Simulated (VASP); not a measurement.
# Si3N4 (Fd-3m) in VASP: notebook

The runs below take Si3N4 through single point, with PBE.

All numbers are computed with VASP 6.6.1; they aren't measurements. Logs are shortened: lines on timing, memory, paths and dates and some standing lists are left out, and cuts for length are marked.

**1. The cell of the first run**

Symmetry: Fd-3m, No. 227, cubic system. The conventional cell has a = 7.711 Å, b = 7.711 Å, c = 7.711 Å, α = 90.00°, β = 90.00°, γ = 90.00°. Within 2.5 Å of Si (site symmetry -3m) lie 6 N at 1.87 Å. Within 2.3 Å of Si (site symmetry -43m) lie 4 N at 1.77 Å. N (site symmetry 3m) has 4 Si at 1.77 to 1.87 Å within 2.3 Å.

**2. Single point, PBE (8.19 Å³/atom)**

INCAR reads:

```
SYSTEM = Si3N4
ALGO     = Normal         ! electronic algorithm
EDIFF    = 1E-6           ! SCF threshold, eV
ENCUT    = 520            ! plane-wave cutoff, eV
GGA      = PE             ! functional
ISIF     = 2              ! what is computed and relaxed
ISMEAR   = 0              ! smearing method
LASPH    = .TRUE.         ! aspherical terms in the spheres
LCHARG   = .FALSE.        ! write CHGCAR
LREAL    = .FALSE.        ! projectors in reciprocal space
LWAVE    = .FALSE.        ! write WAVECAR
NBANDS   = 45             ! bands
NELM     = 60             ! most SCF steps
PREC     = Accurate       ! precision mode
SIGMA    = 0.02           ! smearing width, eV
```

KPOINTS reads:

```
k-points
0
G
  6 6 6
  0 0 0
```

POSCAR reads:

```
Si3N4
1.0
    0.0000000000      3.8552763571      3.8552763571
    3.8552763571      0.0000000000      3.8552763571
    3.8552763571      3.8552763571      0.0000000000
Si N
6 8
Direct
    0.1250000000      0.1250000000      0.6250000000
    0.1250000000      0.6250000000      0.1250000000
    0.6250000000      0.1250000000      0.1250000000
    0.1250000000      0.1250000000      0.1250000000
    0.7500000000      0.7500000000      0.7500000000
    0.5000000000      0.5000000000      0.5000000000
    0.3677104255      0.3677104255      0.3677104255
    0.3531312764      0.8822895745      0.8822895745
    0.8822895745      0.8822895745      0.3531312764
    0.8822895745      0.3531312764      0.8822895745
    0.3677104255      0.3677104255      0.8968687236
    0.3677104255      0.8968687236      0.3677104255
    0.8822895745      0.8822895745      0.8822895745
    0.8968687236      0.3677104255      0.3677104255
```

Potentials or basis: VASP PAW PBE potentials, release 64 (Si, N).

Started as:

```bash
> cat potpaw_PBE.64/Si/POTCAR potpaw_PBE.64/N/POTCAR > POTCAR
> mpirun -np 1 vasp_std > vasp.out
```

OUTCAR:

```text
SYSTEM = Si3N4
   EDIFF = 1E-6
   ENCUT = 520
   GGA = PE
   ISIF = 2
   ISMEAR = 0
   LASPH = .TRUE.
   LREAL = .FALSE.
   NELM = 60
   PREC = Accurate

 ion  position               nearest neighbor table
   1  0.125  0.125  0.625-   8 1.87  10 1.87  12 1.87  14 1.87  13 1.87   7 1.87   4 2.73   2 2.73
                             3 2.73   4 2.73   2 2.73   3 2.73
   2  0.125  0.625  0.125-   8 1.87   9 1.87  11 1.87  14 1.87  13 1.87   7 1.87   4 2.73   1 2.73
                             1 2.73   3 2.73   4 2.73   3 2.73
   3  0.625  0.125  0.125-   9 1.87  10 1.87  11 1.87  12 1.87   7 1.87  13 1.87   4 2.73   1 2.73
                             2 2.73   1 2.73   2 2.73   4 2.73
   4  0.125  0.125  0.125-   9 1.87  11 1.87  10 1.87   8 1.87  12 1.87  14 1.87   1 2.73   2 2.73
                             3 2.73   1 2.73   2 2.73   3 2.73
   5  0.750  0.750  0.750-  13 1.77   9 1.77  10 1.77   8 1.77
   6  0.500  0.500  0.500-   7 1.77  11 1.77  12 1.77  14 1.77
   7  0.368  0.368  0.368-   6 1.77   3 1.87   2 1.87   1 1.87
   8  0.353  0.882  0.882-   5 1.77   2 1.87   1 1.87   4 1.87
   9  0.882  0.882  0.353-   5 1.77   3 1.87   2 1.87   4 1.87
  10  0.882  0.353  0.882-   5 1.77   3 1.87   1 1.87   4 1.87
  11  0.368  0.368  0.897-   6 1.77   3 1.87   2 1.87   4 1.87
  12  0.368  0.897  0.368-   6 1.77   3 1.87   1 1.87   4 1.87
  13  0.882  0.882  0.882-   5 1.77   3 1.87   2 1.87   1 1.87
  14  0.897  0.368  0.368-   6 1.77   2 1.87   1 1.87   4 1.87

  LATTYP: Found a face centered cubic cell.
 ALAT       =     7.7105527142

  Lattice vectors:

 A1 = (   0.0000000000,   3.8552763571,   3.8552763571)
 A2 = (   3.8552763571,   0.0000000000,   3.8552763571)
 A3 = (   3.8552763571,   3.8552763571,   0.0000000000)

Analysis of symmetry for initial positions (statically):
=====================================================================
 Subroutine PRICEL returns:
 Original cell was already a primitive cell.

 Routine SETGRP: Setting up the symmetry group for a
 face centered cubic supercell.

 Subroutine GETGRP returns: Found 48 space group operations
 (whereof 24 operations were pure point group operations)
 out of a pool of 48 trial point group operations.

The static configuration has the point symmetry T_d .
 The point group associated with its full space group is O_h .

Analysis of symmetry for dynamics (positions and initial velocities):
=====================================================================
 Subroutine PRICEL returns:
 Original cell was already a primitive cell.

 Routine SETGRP: Setting up the symmetry group for a
 face centered cubic supercell.

 Subroutine GETGRP returns: Found 48 space group operations
 (whereof 24 operations were pure point group operations)
 out of a pool of 48 trial point group operations.

The dynamic configuration has the point symmetry T_d .
 The point group associated with its full space group is O_h .

 Subroutine INISYM returns: Found 48 space group operations
 (whereof 24 operations are pure point group operations),
 and found     1 'primitive' translations

----------------------------------------------------------------------------------------

                                     Primitive cell

  volume of cell :     114.6031

  direct lattice vectors                    reciprocal lattice vectors
     0.000000000  3.855276357  3.855276357    -0.129692389  0.129692389  0.129692389
     3.855276357  0.000000000  3.855276357     0.129692389 -0.129692389  0.129692389
     3.855276357  3.855276357  0.000000000     0.129692389  0.129692389 -0.129692389

  length of vectors
     5.452184111  5.452184111  5.452184111     0.224633807  0.224633807  0.224633807

  position of ions in fractional coordinates (direct lattice)
     0.125000000  0.125000000  0.625000000
     0.125000000  0.625000000  0.125000000
     0.625000000  0.125000000  0.125000000
     0.125000000  0.125000000  0.125000000
     0.750000000  0.750000000  0.750000000
     0.500000000  0.500000000  0.500000000
     0.367710426  0.367710426  0.367710426
     0.353131276  0.882289574  0.882289574
     0.882289574  0.882289574  0.353131276
     0.882289574  0.353131276  0.882289574
     0.367710426  0.367710426  0.896868724
     0.367710426  0.896868724  0.367710426
[... 32 lines left out ...]
     0.021615398 -0.021615398  0.021615398     0.000000000  0.166666667  0.000000000
     0.021615398  0.021615398 -0.021615398     0.000000000  0.000000000  0.166666667

  Length of vectors
     0.037438968  0.037438968  0.037438968

  Shift w.r.t. Gamma in fractional coordinates (k-lattice)
     0.000000000  0.000000000  0.000000000

 Subroutine IBZKPT returns following result:
 ===========================================

 Found     16 irreducible k-points:

 Following reciprocal coordinates:
            Coordinates               Weight
  0.000000  0.000000  0.000000      1.000000
  0.166667  0.000000  0.000000      8.000000
  0.333333  0.000000  0.000000      8.000000
  0.500000  0.000000  0.000000      4.000000
  0.166667  0.166667  0.000000      6.000000
  0.333333  0.166667  0.000000     24.000000
[... 8 lines left out ...]
 -0.333333  0.333333  0.166667     24.000000
 -0.333333  0.500000  0.166667     12.000000
   k-points           NKPTS =     16   k-points in BZ     NKDIM =     16   number of bands    NBANDS=     45
   number of dos      NEDOS =    301   number of ions     NIONS =     14
   total plane-waves  NPLWV =  74088
   dimension x,y,z NGX =    42 NGY =   42 NGZ =   42
   dimension x,y,z NGXF=    84 NGYF=   84 NGZF=   84
   ions per type =               6   8
   NGX,Y,Z   is equivalent  to a cutoff of  12.81, 12.81, 12.81 a.u.
   NGXF,Y,Z  is equivalent  to a cutoff of  25.61, 25.61, 25.61 a.u.
 SYSTEM =  Si3N4
   PREC   = accura    normal or accurate (medium, high low for compatibility)
   ISTART =      0    job   : 0-new  1-cont  2-samecut
   ICHARG =      2    charge: 1-file 2-atom 10-const
   ISPIN  =      1    spin polarized calculation?
   LNONCOLLINEAR =      F non collinear calculations
   LSORBIT =      F    spin-orbit coupling
   LASPH  =      T    aspherical Exc in radial PAW
   ENCUT  =  520.0 eV  38.22 Ry    6.18 a.u.  10.14 10.14 10.14*2*pi/ulx,y,z
   NELM   =     60;   NELMIN=  2; NELMDL= -5     # of ELM steps
   EDIFF  = 0.1E-05   stopping-criterion for ELM
   LREAL  =      F    real-space projection
   EDIFFG = 0.1E-04   stopping-criterion for IOM
   NSW    =      0    number of steps for IOM
   IBRION =     -1    ionic relax: 0-MD 1-quasi-New 2-CG
   NFREE  =      0    steps in history (QN), initial steepest desc. (CG)
   ISIF   =      2    stress and relaxation
   ISYM   =      2    0-nonsym 1-usesym 2-fastsym
   POTIM  = 0.5000    time-step for ionic-motion
   TEBEG  =    0.0;   TEEND  =   0.0 temperature during run
   PSTRESS=    0.0 pullay stress
   NELECT =      64.0000    total number of electrons
   NUPDOWN=      -1.0000    fix difference up-down
   EMIN   =  10.00;   EMAX   =-10.00  energy-range for DOS
   EFERMI =   0.00;   METHOD = LEGACY
   ISMEAR =     0;   SIGMA  =   0.02  broadening in eV -4-tet -1-fermi 0-gaus
   EFERMI_NEDOS =   21; number of points for ismear=-14 and -15
   IALGO  =     38    algorithm
   IMIX   =      4    mixing-type and parameters
     AMIX     =   0.40;   BMIX     =  1.00
     AMIX_MAG =   1.60;   BMIX_MAG =  1.00
  volume/ion in A,a.u.               =       8.19        55.24
  Fermi-wavevector in a.u.,A,eV,Ry     =   1.348143  2.547621 24.728448  1.817490
  Thomas-Fermi vector in A             =   2.475836
   LORBIT       =      0    0 simple, 1 ext, 2 COOP (PROOUT), +10 PAW based schemes
   GGA     = PE    functional components
   LHFCALC =     F    Hartree Fock is set to
   AEXX    =    0.0000 exact exchange contribution
   IVDW    =     0    specifies the selected vdW correction
   LEPSILON=     F    determine dielectric tensor
   LRPA    =     F    only Hartree local field effects (RPA)
 non-spin polarized calculation
 Gauss-broadening in eV      SIGMA  =   0.02
  energy-cutoff  :      520.00
  volume of cell :      114.60
 maximum number of plane-waves:      3119
 NGX is ok and might be reduce to    42
   NGX = 21   NGY = 21   NGZ = 21

 number of electron      64.0000005 magnetization

 Free energy of the ion-electron system (eV)
  ---------------------------------------------------
  ext. energy  EPLUGINS =         0.00000000
  ---------------------------------------------------
  free energy    TOTEN  =      -112.38247913 eV

  energy without entropy =     -112.38247913  energy(sigma->0) =     -112.38247913

 E-fermi :   9.6313     XC(G=0): -12.3625

 val. band max:        9.4955057032   @ k =  -0.1667   0.1667   0.0000
 cond. band min:      12.9472744608   @ k =   0.0000   0.0000   0.0000
 fundamental gap:      3.4517687576
 Fermi energy:         9.6313180963

 k-point     1 :       0.0000    0.0000    0.0000
  band No.  band energies     occupation
      1      -9.5640      2.00000
      2      -6.1753      2.00000
      3      -5.2351      2.00000
      4      -5.2351      2.00000
      5      -5.2351      2.00000
      6      -4.2248      2.00000
[... 741 lines left out ...]
     43      19.4985      0.00000
     44      19.4985      0.00000
 [bands above 44 left out]

------------------------ aborting loop because EDIFF is reached ----------------------------------------

  FORCE on cell =-STRESS in cart. coord.  units (eV):
  Direction    XX          YY          ZZ          XY          YZ          ZX
  --------------------------------------------------------------------------------------
  -------------------------------------------------------------------------------------
  Total        6.6626849      6.6626849      6.6626849      0.0000000      0.0000000      0.0000000
  in kB       93.1458082     93.1458082     93.1458082      0.0000000      0.0000000      0.0000000
  external PRESSURE =      93.1458082 kB  Pullay stress =       0.0000000 kB

 VOLUME and BASIS-vectors are now :
 -----------------------------------------------------------------------------
  energy-cutoff  :      520.00
  volume of cell :      114.60
      direct lattice vectors                 reciprocal lattice vectors
     0.000000000  3.855276357  3.855276357    -0.129692389  0.129692389  0.129692389
     3.855276357  0.000000000  3.855276357     0.129692389 -0.129692389  0.129692389
     3.855276357  3.855276357  0.000000000     0.129692389  0.129692389 -0.129692389

 POSITION                                       TOTAL-FORCE (eV/Angst)
 -----------------------------------------------------------------------------------
      2.89146      2.89146      0.96382        -0.000000     -0.000000     -0.000000
      2.89146      0.96382      2.89146        -0.000000     -0.000000     -0.000000
      0.96382      2.89146      2.89146        -0.000000     -0.000000     -0.000000
      0.96382      0.96382      0.96382        -0.000000     -0.000000     -0.000000
      5.78291      5.78291      5.78291        -0.000000     -0.000000     -0.000000
      3.85528      3.85528      3.85528        -0.000000     -0.000000     -0.000000
      2.83525      2.83525      2.83525         0.004707      0.004707      0.004707
      6.80294      4.76289      4.76289        -0.004707      0.004707      0.004707
      4.76289      4.76289      6.80294         0.004707      0.004707     -0.004707
      4.76289      6.80294      4.76289         0.004707     -0.004707      0.004707
      4.87530      4.87530      2.83525        -0.004707     -0.004707      0.004707
      4.87530      2.83525      4.87530        -0.004707      0.004707     -0.004707
      6.80294      6.80294      6.80294        -0.004707     -0.004707     -0.004707
      2.83525      4.87530      4.87530         0.004707     -0.004707     -0.004707
 -----------------------------------------------------------------------------------
    total drift:                               -0.000000     -0.000000     -0.000000

  FREE ENERGIE OF THE ION-ELECTRON SYSTEM (eV)
  ---------------------------------------------------
  free  energy   TOTEN  =      -112.3824791328 eV

  energy  without entropy=     -112.3824791328  energy(sigma->0) =     -112.38247913
```

Run time: 83 s. Hardware: 1 thread of Intel Xeon Platinum 8259CL at 2.50GHz (Skylake/Cascade Lake), shared host; peak memory 0.27 GiB.

What came out:

```
Free energy            : -112.3825 eV
Pressure               : 9.3 GPa
Largest force          : 0.008 eV/Å
Band gap on the k mesh : 3.45 eV (least direct gap 3.48 eV)
```

Forces in eV/Å, atoms in the order of the input:
```
Si   0.000  0.000  0.000
Si   0.000  0.000  0.000
Si   0.000  0.000  0.000
Si   0.000  0.000  0.000
Si   0.000  0.000  0.000
Si   0.000  0.000  0.000
N    0.005  0.005  0.005
N   -0.005  0.005  0.005
N    0.005  0.005 -0.005
N    0.005 -0.005  0.005
N   -0.005 -0.005  0.005
N   -0.005  0.005 -0.005
N   -0.005 -0.005 -0.005
N    0.005 -0.005 -0.005
```

Levels at points of the mesh, in eV from the valence-band top:
```tsv
k point	band 28	band 29	band 30	band 31	band 32	band 33	band 34	band 35	band 36	band 37
(0.00, 0.00, 0.00)	-0.18	-0.18	-0.03	-0.03	-0.03	3.45	3.45	3.45	5.08	6.36
(0.50, 0.00, 0.00)	-0.86	-0.48	-0.48	-0.36	-0.36	5.05	5.85	5.85	6.48	6.95
(0.50, 0.50, 0.00)	-1.71	-1.14	-1.14	-0.46	-0.46	6.78	6.78	7.09	7.09	7.99
```

Caveat: the cell stands under pressure. A k mesh can miss the band edges.

**3. Single point, PBE**

This run uses another cell than the first one, of 8.44 Å³/atom.

INCAR reads:

```
SYSTEM = Si3N4
PREC = Accurate
ENCUT = 520
EDIFF = 1E-6
ISMEAR = 0
SIGMA = 0.02
LREAL = .FALSE.
LASPH = .TRUE.
NELM = 60
ALGO = Normal
ISIF = 2
LWAVE = .FALSE.
LCHARG = .TRUE.
GGA = PE
LELF = .TRUE.
LVHAR = .TRUE.
NBANDS = 45
```

KPOINTS reads:

```
regular mesh
0
G
  6 6 6
  0 0 0
```

POSCAR reads:

```
Si3N4
1.0
    0.0000000000      3.8946186290      3.8946186290
    3.8946186290      0.0000000000      3.8946186290
    3.8946186290      3.8946186290      0.0000000000
Si N
6 8
Direct
    0.1250000000      0.1250000000      0.6250000000
    0.1250000000      0.6250000000      0.1250000000
    0.6250000000      0.1250000000      0.1250000000
    0.1250000000      0.1250000000      0.1250000000
    0.7500000000      0.7500000000      0.7500000000
    0.5000000000      0.5000000000      0.5000000000
    0.3675422916      0.3675422916      0.3675422916
    0.3526268749      0.8824577084      0.8824577084
    0.8824577084      0.8824577084      0.3526268749
    0.8824577084      0.3526268749      0.8824577084
    0.3675422916      0.3675422916      0.8973731251
    0.3675422916      0.8973731251      0.3675422916
    0.8824577084      0.8824577084      0.8824577084
    0.8973731251      0.3675422916      0.3675422916
```

Potentials or basis: VASP PAW PBE potentials, release 64 (Si, N).

Started as:

```bash
> cat potpaw_PBE.64/Si/POTCAR potpaw_PBE.64/N/POTCAR > POTCAR
> mpirun -np 1 vasp_std > vasp.out
```

It took 91 s on 1 thread of Intel Xeon Platinum 8259CL at 2.50GHz (Skylake/Cascade Lake), shared host; peak memory 0.27 GiB.

It converged, with:

| Property | Result |
| --- | --- |
| Free energy | -112.4843 eV |
| Pressure | -0.2 GPa |
| Largest force | 0.007 eV/Å |
| Band gap on the k mesh | 3.33 eV (least direct gap 3.37 eV) |

Forces on the atoms (eV/Å):
```
Si   0.000  0.000  0.000
Si   0.000  0.000  0.000
Si   0.000  0.000  0.000
Si   0.000  0.000  0.000
Si   0.000  0.000  0.000
Si   0.000  0.000  0.000
N    0.004  0.004  0.004
N   -0.004  0.004  0.004
N    0.004  0.004 -0.004
N    0.004 -0.004  0.004
N   -0.004 -0.004  0.004
N   -0.004  0.004 -0.004
N   -0.004 -0.004 -0.004
N    0.004 -0.004 -0.004
```

Levels at points of the mesh, in eV from the valence-band top:
```csv
k point,band 30,band 31,band 32,band 33,band 34,band 35
"(0.00, 0.00, 0.00)",-0.04,-0.04,-0.04,3.33,3.33,3.33
"(0.50, 0.00, 0.00)",-0.47,-0.33,-0.33,4.92,5.76,5.76
"(0.50, 0.50, 0.00)",-1.10,-0.43,-0.43,6.62,6.62,6.94
```

A k mesh can miss the band edges.

(Continued in part 2 of 2.)
